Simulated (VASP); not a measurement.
Set up this calculation in VASP 6.6.1, as the native input.

```
Task                   : single point
Functional             : PBEsol
Potentials or basis    : VASP PAW PBE potentials, release 64 (Ni)
Cutoff                 : 520 eV
k mesh                 : 10 × 10 × 15
Occupations            : fermi-dirac, width 0.1 eV
Spin                   : no spin polarisation
Dipole correction      : no
Further INCAR settings : ALGO = Normal; EDIFF = 1e-06; NBANDS = 22
```

The structure of Ni lies in POSCAR:

```
Ni
1.0
    3.8776388594      0.0000000000      0.0000000000
   -1.9388194297      3.3581337589      0.0000000000
    0.0000000000      0.0000000000      2.3320958877
Ni
3
Direct
    1.0000000000      1.0000000000      0.0000000000
    0.3333333333      0.6666666667      0.5000000000
    0.6666666667      0.3333333333      0.5000000000
```

This cell differs from its parent crystal: volume scaled by 0.96.

These files were run (other wordings do the same):

INCAR

```
  ALGO = Normal
  EDIFF = 1E-6
  ENCUT = 520
  GGA = PS
  ISIF = 2
  ISMEAR = -1
  LASPH = True
  LCHARG = False
  LREAL = False
  LWAVE = False
  NBANDS = 22
  NELM = 80
  PREC = Accurate
  SIGMA = 0.1
```

KPOINTS

```
k-points
0
Gamma
  10 10 15
```

Potentials or basis: VASP PAW PBE potentials, release 64 (Ni).

The run is started by

```bash
$ cat potpaw_PBE.64/Ni/POTCAR > POTCAR
$ mpirun -np 1 vasp_std > vasp.out
```

Results of the run:

| Quantity | Value |
| --- | --- |
| Pressure | 9.9 GPa |
| Band gap on the k mesh | zero (band 15 reaches 10.55 eV, above the bottom of band 16 at 9.93 eV) |

Caveat: the PAW data sets were made with another functional, which shifts forces and pressure a little; the run has no spin polarisation, though such a crystal can be magnetic.

It took 64 s on 1 thread of Intel(R) Xeon(R) Platinum 8259CL CPU @ 2.50GHz (Skylake/Cascade Lake) (shared host), peak memory 0.18 GiB.
